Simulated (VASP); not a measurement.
# MnHg (P4/mmm) in VASP: notebook, part 2 of 2

VASP 6.6.1. Earlier steps stand in the parts before.

### Step 3. Single point, PBEsol, collinear spin, ferromagnetic start (strain +0.030 along x and y, +0.000 along z)

Contents of INCAR:

```
SYSTEM = MnHg
ALGO = Normal ; EDIFF = 1E-6
ENCUT = 520 ; GGA = PS
ISIF = 2 ; ISMEAR = 0
ISPIN = 2 ; LASPH = .True.
LCHARG = .False. ; LMAXMIX = 4
LORBIT = 11 ; LREAL = .False.
LWAVE = .False. ; MAGMOM = 4.21 0
NBANDS = 24 ; NELM = 150
PREC = Accurate ; SIGMA = 0.15
```

Contents of KPOINTS:

```
k-points
0
Gamma
  14 14 14
  0 0 0
```

Contents of POSCAR:

```
MnHg
1.0
    3.3866400000      0.0000000000      0.0000000000
    0.0000000000      3.3866400000      0.0000000000
    0.0000000000      0.0000000000      3.3130000000
Mn Hg
1 1
Direct
    0.5000000000      0.5000000000      0.5000000000
    0.0000000000      0.0000000000      0.0000000000
```

Potentials or basis: VASP PAW PBE potentials, release 64 (Mn_pv, Hg).

Started as:

```bash
$ cat potpaw_PBE.64/Mn_pv/POTCAR potpaw_PBE.64/Hg/POTCAR > POTCAR
$ mpirun -np 1 vasp_std > vasp.out
```

OUTCAR:

```text
SYSTEM = MnHg
   EDIFF = 1E-6
   ENCUT = 520
   GGA = PS
   ISIF = 2
   ISMEAR = 0
   ISPIN = 2
   LASPH = .True.
   LORBIT = 11
   LREAL = .False.
   NELM = 150
   PREC = Accurate

 ion  position               nearest neighbor table
   1  0.500  0.500  0.500-   2 2.91   2 2.91   2 2.91   2 2.91   2 2.91   2 2.91   2 2.91   2 2.91

   2  0.000  0.000  0.000-   1 2.91   1 2.91   1 2.91   1 2.91   1 2.91   1 2.91   1 2.91   1 2.91

  LATTYP: Found a simple tetragonal cell.
 ALAT       =     3.3866400000
 C/A-ratio  =     0.9782557343

  Lattice vectors:

 A1 = (   3.3866400000,   0.0000000000,   0.0000000000)
 A2 = (   0.0000000000,   3.3866400000,   0.0000000000)
 A3 = (   0.0000000000,   0.0000000000,   3.3130000000)

Analysis of symmetry for initial positions (statically):
=====================================================================
 Subroutine PRICEL returns:
 Original cell was already a primitive cell.

 Routine SETGRP: Setting up the symmetry group for a
 simple tetragonal supercell.

 Subroutine GETGRP returns: Found 16 space group operations
 (whereof 16 operations were pure point group operations)
 out of a pool of 16 trial point group operations.

The static configuration has the point symmetry D_4h.

Analysis of symmetry for dynamics (positions and initial velocities):
=====================================================================
 Subroutine PRICEL returns:
 Original cell was already a primitive cell.

 Routine SETGRP: Setting up the symmetry group for a
 simple tetragonal supercell.

 Subroutine GETGRP returns: Found 16 space group operations
 (whereof 16 operations were pure point group operations)
 out of a pool of 16 trial point group operations.

The dynamic configuration has the point symmetry D_4h.

Analysis of structural, dynamic, and magnetic symmetry:
=====================================================================
 Subroutine PRICEL returns:
 Original cell was already a primitive cell.

 Routine SETGRP: Setting up the symmetry group for a
 simple tetragonal supercell.

 Subroutine GETGRP returns: Found 16 space group operations
 (whereof 16 operations were pure point group operations)
 out of a pool of 16 trial point group operations.

The overall configuration has the point symmetry D_4h.

 Subroutine INISYM returns: Found 16 space group operations
 (whereof 16 operations are pure point group operations),
 and found     1 'primitive' translations

----------------------------------------------------------------------------------------

                                     Primitive cell

  volume of cell :      37.9979

  direct lattice vectors                    reciprocal lattice vectors
     3.386640000  0.000000000  0.000000000     0.295277916  0.000000000  0.000000000
     0.000000000  3.386640000  0.000000000     0.000000000  0.295277916  0.000000000
     0.000000000  0.000000000  3.313000000     0.000000000  0.000000000  0.301841232

  length of vectors
     3.386640000  3.386640000  3.313000000     0.295277916  0.295277916  0.301841232

[... 64 lines left out ...]
   total plane-waves  NPLWV =  21952
   dimension x,y,z NGX =    28 NGY =   28 NGZ =   28
   dimension x,y,z NGXF=    56 NGYF=   56 NGZF=   56
   ions per type =               1   1
   NGX,Y,Z   is equivalent  to a cutoff of  13.74, 13.74, 14.05 a.u.
   NGXF,Y,Z  is equivalent  to a cutoff of  27.49, 27.49, 28.10 a.u.
 SYSTEM =  MnHg
   PREC   = accura    normal or accurate (medium, high low for compatibility)
   ISTART =      0    job   : 0-new  1-cont  2-samecut
   ICHARG =      2    charge: 1-file 2-atom 10-const
   ISPIN  =      2    spin polarized calculation?
   LNONCOLLINEAR =      F non collinear calculations
   LSORBIT =      F    spin-orbit coupling
   LASPH  =      T    aspherical Exc in radial PAW
   ENCUT  =  520.0 eV  38.22 Ry    6.18 a.u.   6.30  6.30  6.16*2*pi/ulx,y,z
   NELM   =    150;   NELMIN=  2; NELMDL= -5     # of ELM steps
   EDIFF  = 0.1E-05   stopping-criterion for ELM
   LREAL  =      F    real-space projection
   EDIFFG = 0.1E-04   stopping-criterion for IOM
   NSW    =      0    number of steps for IOM
   IBRION =     -1    ionic relax: 0-MD 1-quasi-New 2-CG
   NFREE  =      0    steps in history (QN), initial steepest desc. (CG)
   ISIF   =      2    stress and relaxation
   ISYM   =      2    0-nonsym 1-usesym 2-fastsym
   POTIM  = 0.5000    time-step for ionic-motion
   TEBEG  =    0.0;   TEEND  =   0.0 temperature during run
   PSTRESS=    0.0 pullay stress
   NELECT =      25.0000    total number of electrons
   NUPDOWN=      -1.0000    fix difference up-down
   EMIN   =  10.00;   EMAX   =-10.00  energy-range for DOS
   EFERMI =   0.00;   METHOD = LEGACY
   ISMEAR =     0;   SIGMA  =   0.15  broadening in eV -4-tet -1-fermi 0-gaus
   EFERMI_NEDOS =   21; number of points for ismear=-14 and -15
   IALGO  =     38    algorithm
   IMIX   =      4    mixing-type and parameters
     AMIX     =   0.40;   BMIX     =  1.00
     AMIX_MAG =   1.60;   BMIX_MAG =  1.00
  volume/ion in A,a.u.               =      19.00       128.21
  Fermi-wavevector in a.u.,A,eV,Ry     =   1.423863  2.690712 27.584275  2.027387
  Thomas-Fermi vector in A             =   2.544416
   LORBIT       =     11    0 simple, 1 ext, 2 COOP (PROOUT), +10 PAW based schemes
   GGA     = PS    functional components
   LHFCALC =     F    Hartree Fock is set to
   AEXX    =    0.0000 exact exchange contribution
   IVDW    =     0    specifies the selected vdW correction
   LEPSILON=     F    determine dielectric tensor
   LRPA    =     F    only Hartree local field effects (RPA)
 spin polarized calculation
 Gauss-broadening in eV      SIGMA  =   0.15
  energy-cutoff  :      520.00
  volume of cell :       38.00
 maximum number of plane-waves:      1040
 NGX is ok and might be reduce to    28
   NGX = 13   NGY = 13   NGZ = 13

 number of electron      24.9999993 magnetization       3.9960680

 Free energy of the ion-electron system (eV)
  ---------------------------------------------------
  ext. energy  EPLUGINS =         0.00000000
  ---------------------------------------------------
  free energy    TOTEN  =        -9.49243691 eV

  energy without entropy =       -9.47533750  energy(sigma->0) =       -9.48388720

 E-fermi :   4.9803     XC(G=0): -11.6108

 val. band max:        4.9802899767   @ k =   0.2143   0.1429   0.3571
 cond. band min:       4.9805461842   @ k =   0.4286   0.2143   0.2143
 fundamental gap:      0.0002562075
 Fermi energy:         4.9803329995

 spin component 1

 k-point     1 :       0.0000    0.0000    0.0000
  band No.  band energies     occupation
      1     -45.1110      1.00000
      2     -45.1110      1.00000
      3     -45.1013      1.00000
      4      -4.4409      1.00000
      5      -3.0803      1.00000
      6      -3.0473      1.00000
[... 637 lines left out ...]
     23      22.7035      0.00000
     24      22.8712      0.00000

 [... further k-points ...]

 spin component 2

 k-point     1 :       0.0000    0.0000    0.0000
  band No.  band energies     occupation
      1     -41.0320      1.00000
      2     -41.0320      1.00000
      3     -41.0251      1.00000
      4      -4.1740      1.00000
      5      -3.0516      1.00000
      6      -3.0128      1.00000
[... 637 lines left out ...]
     23      23.2830      0.00000
     24      23.4130      0.00000

 [... further k-points ...]
[... 5 lines left out ...]
  --------------------------------------------------------------------------------------
  -------------------------------------------------------------------------------------
  Total       -1.6876071     -1.6876071     -1.6557215      0.0000000      0.0000000      0.0000000
  in kB      -71.1577858    -71.1577858    -69.8133335      0.0000000      0.0000000      0.0000000
  external PRESSURE =     -70.7096351 kB  Pullay stress =       0.0000000 kB

 VOLUME and BASIS-vectors are now :
 -----------------------------------------------------------------------------
  energy-cutoff  :      520.00
  volume of cell :       38.00
      direct lattice vectors                 reciprocal lattice vectors
     3.386640000  0.000000000  0.000000000     0.295277916  0.000000000  0.000000000
     0.000000000  3.386640000  0.000000000     0.000000000  0.295277916  0.000000000
     0.000000000  0.000000000  3.313000000     0.000000000  0.000000000  0.301841232

 POSITION                                       TOTAL-FORCE (eV/Angst)
 -----------------------------------------------------------------------------------
      1.69332      1.69332      1.65650         0.000000      0.000000      0.000000
      0.00000      0.00000      0.00000         0.000000      0.000000      0.000000
 -----------------------------------------------------------------------------------
    total drift:                                0.000000      0.000000      0.000000

  FREE ENERGIE OF THE ION-ELECTRON SYSTEM (eV)
  ---------------------------------------------------
  free  energy   TOTEN  =        -9.4924369075 eV

  energy  without entropy=       -9.4753375009  energy(sigma->0) =       -9.48388720

 total charge

# of ion       s       p       d       tot
------------------------------------------
    1        0.248   6.162   4.952  11.361
    2        0.815   0.485   9.246  10.546
--------------------------------------------------
tot          1.062   6.647  14.198  21.907

 magnetization (x)

# of ion       s       p       d       tot
------------------------------------------
    1        0.027   0.016   3.842   3.885
    2       -0.037  -0.054   0.043  -0.049
--------------------------------------------------
tot         -0.010  -0.039   3.884   3.836
```

It took 6.3 min on 1 thread of Intel Xeon 8259CL, shared host; peak memory 0.48 GiB.

What came out:

```
Free energy                                           : -9.4924 eV
Pressure                                              : -7.1 GPa
Net moment                                            : 4.00 μB per cell
Site moments                                          : Mn +3.88; Hg -0.05 μB
Valence electrons inside the program's atomic spheres : Mn 11.36; Hg 10.55
```

Stress tensor (GPa, compression positive):
```
-7.12  0.00  0.00
 0.00 -7.12  0.00
 0.00  0.00 -6.98
```

Levels at points of the mesh, in eV from the Fermi level:
Spin up:
| k point | band 12 | band 13 | band 14 | band 15 | band 16 | band 17 | band 18 | band 19 |
| --- | --- | --- | --- | --- | --- | --- | --- | --- |
| (0.00, 0.00, 0.00) | -2.16 | -2.16 | -2.16 | 4.48 | 4.48 | 5.09 | 7.93 | 10.59 |
| (0.50, 0.00, 0.00) | -2.82 | -2.75 | -2.34 | -1.74 | 9.39 | 9.95 | 10.16 | 10.44 |
| (0.50, 0.50, 0.00) | -2.18 | -2.14 | -1.71 | -1.71 | 0.29 | 2.43 | 11.78 | 11.78 |
| (0.00, 0.00, 0.50) | -2.82 | -2.82 | -2.37 | -1.59 | 9.58 | 9.58 | 9.90 | 10.63 |
| (0.50, 0.00, 0.50) | -2.18 | -2.10 | -1.62 | -1.58 | 0.40 | 2.64 | 11.36 | 11.37 |
| (0.50, 0.50, 0.50) | -2.12 | -2.07 | 0.19 | 3.79 | 3.95 | 3.95 | 4.15 | 4.49 |
Spin down:
```csv
k point,band 8,band 9,band 10,band 11,band 12,band 13,band 14,band 15
"(0.00, 0.00, 0.00)",-6.92,-6.92,0.30,0.36,1.42,1.45,1.45,4.90
"(0.50, 0.00, 0.00)",-6.84,-5.03,-4.33,0.01,0.41,0.54,1.29,1.91
"(0.50, 0.50, 0.00)",-6.46,-3.60,-1.41,-1.41,0.38,1.29,1.29,1.79
"(0.00, 0.00, 0.50)",-6.87,-4.80,-4.23,0.06,0.41,0.41,1.24,2.04
"(0.50, 0.00, 0.50)",-6.41,-3.41,-1.32,-1.27,0.50,1.24,1.27,1.83
"(0.50, 0.50, 0.50)",-6.37,-1.45,-1.45,-1.44,0.11,1.83,1.87,5.24
```

Caveat: the cell differs from its parent crystal (strain +0.030 along x and y, +0.000 along z); the cell stands under tension; the PAW data sets were made with another functional, which shifts forces and pressure a little; spin-orbit coupling is left out, which moves the levels of the heavy elements.

### Step 4. Single point, PBEsol, collinear spin, ferromagnetic start (strain -0.030 along x and y, +0.030 along z)

Contents of INCAR:

```
ALGO     = Normal         # electronic algorithm
EDIFF    = 1E-6           # SCF threshold, eV
ENCUT    = 520            # plane-wave cutoff, eV
GGA      = PS             # functional
ISIF     = 2              # what is computed and relaxed
ISMEAR   = 0              # smearing method
ISPIN    = 2              # spin polarisation
LASPH    = True           # aspherical terms in the spheres
LCHARG   = False          # write CHGCAR
LMAXMIX  = 4              # l up to which the mixer works
LORBIT   = 11             # projections on sites
LREAL    = False          # projectors in reciprocal space
LWAVE    = False          # write WAVECAR
MAGMOM   = 4.21 0         # initial moments
NBANDS   = 24             # bands
NELM     = 150            # most SCF steps
PREC     = Accurate       # precision mode
SIGMA    = 0.15           # smearing width, eV
```

Contents of KPOINTS:

```
k-points
0
Gamma
  14 14 14
```

Contents of POSCAR:

```
MnHg
1.0
    3.1893600000      0.0000000000      0.0000000000
    0.0000000000      3.1893600000      0.0000000000
    0.0000000000      0.0000000000      3.4123900000
Mn Hg
1 1
Direct
    0.5000000000      0.5000000000      0.5000000000
    0.0000000000      0.0000000000      0.0000000000
```

Started as:

```bash
$ cat potpaw_PBE.64/Mn_pv/POTCAR potpaw_PBE.64/Hg/POTCAR > POTCAR
$ mpirun -np 1 vasp_std > vasp.out
```

Run time: 7.5 min. Hardware: 1 thread of Intel Xeon 8259CL, shared host; peak memory 0.44 GiB.

It converged, with:

```yaml
Free_energy: -9.5773 eV
Pressure: -0.8 GPa
Net_moment: 3.79 μB per cell
Site_moments: Mn +3.71; Hg -0.05 μB
Valence_electrons_inside_the_program's_atomic_spheres: Mn 11.45; Hg 10.62
```

Stress tensor (GPa, compression positive):
```
-0.80  0.00  0.00
 0.00 -0.80  0.00
 0.00  0.00 -0.94
```

Levels at points of the mesh, in eV from the Fermi level:
Spin up:
```tsv
k point	band 12	band 13	band 14	band 15	band 16	band 17
(0.00, 0.00, 0.00)	-1.87	-1.87	-1.85	3.78	5.72	5.72
(0.50, 0.00, 0.00)	-2.83	-2.58	-2.13	-1.18	9.52	10.55
(0.50, 0.50, 0.00)	-1.90	-1.67	-1.51	-1.51	1.21	3.73
(0.00, 0.00, 0.50)	-2.56	-2.56	-2.04	-1.69	10.66	10.66
(0.50, 0.00, 0.50)	-1.90	-1.85	-1.84	-1.82	0.84	3.10
(0.50, 0.50, 0.50)	-1.89	-1.66	0.72	4.17	4.17	4.69
```
Spin down:
```csv
k point,band 7,band 8,band 9,band 10,band 11,band 12,band 13,band 14,band 15,band 16
"(0.00, 0.00, 0.00)",-7.13,-7.13,-6.97,0.19,0.36,1.53,1.53,1.65,4.18,6.13
"(0.50, 0.00, 0.00)",-7.44,-6.99,-4.69,-4.52,-0.09,0.12,0.58,1.30,2.26,10.27
"(0.50, 0.50, 0.00)",-7.72,-6.35,-3.08,-1.22,-1.22,0.77,1.32,1.32,2.03,3.58
"(0.00, 0.00, 0.50)",-7.37,-6.89,-5.45,-4.82,-0.22,0.55,0.55,1.48,1.81,11.25
"(0.50, 0.00, 0.50)",-7.43,-6.55,-3.63,-1.68,-1.51,0.36,1.41,1.45,1.89,3.38
"(0.50, 0.50, 0.50)",-6.54,-6.33,-1.69,-1.67,-1.67,0.64,1.88,2.05,5.69,5.69
```

Caveat: the cell differs from its parent crystal (strain -0.030 along x and y, +0.030 along z); the PAW data sets were made with another functional, which shifts forces and pressure a little; spin-orbit coupling is left out, which moves the levels of the heavy elements.

### Step 5. The runs side by side

```csv
cell,gap on the mesh (eV),pressure (GPa),moment (μB)
"a = 3.189, b = 3.189, c = 3.214 Å, 2 atoms",none,5.0,3.60
"a = 3.387, b = 3.387, c = 3.313 Å, 2 atoms",none,-7.1,4.00
"a = 3.189, b = 3.189, c = 3.412 Å, 2 atoms",none,-0.8,3.79
```

Alike in all rows: task single point; level PBEsol; potentials or basis VASP PAW PBE potentials, release 64 (Mn_pv, Hg); spin collinear, ferromagnetic start; k mesh 14 × 14 × 14; cutoff (eV) 520; smearing gaussian 0.15 eV.

Caveats: the PAW data sets were made with another functional, which shifts forces and pressure a little; spin-orbit coupling is left out, which moves the levels of the heavy elements; the cell stands under pressure (at least some runs); the cell stands under tension (at least some runs).

Total energies depend on the potentials used, so only differences within one code and one set of settings carry meaning.
